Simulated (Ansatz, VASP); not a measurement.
Two plane-wave programs on V

```xyz
1
Lattice="-1.5144 1.5144 1.5144 1.5144 -1.5144 1.5144 1.5144 1.5144 -1.5144" Properties=species:S:1:pos:R:3 pbc="T T T"
V     0.0000    0.0000    0.0000
```

Alike in both runs: task single point; functional PBE; k mesh 20 × 20 × 20; occupations gaussian, width 0.1 eV; no spin polarisation.

|  | VASP | Ansatz |
| --- | --- | --- |
| version | VASP 6.6.1 | Ansatz 0.2.0 |
| potentials or method | VASP PAW PBE potentials, release 64 (V_sv), cutoff 520 eV | scalar-relativistic, plane waves, PAW |
| valence electrons in the cell | 13 | 13 |

```tsv
	VASP	Ansatz	Ansatz less VASP
gap on the k mesh at the Fermi level (eV)	none	none	-
pressure (GPa)	-5.2	-5.4	-0.19
```

A gap of «none» marks a metal or a gap that the smearing closes.
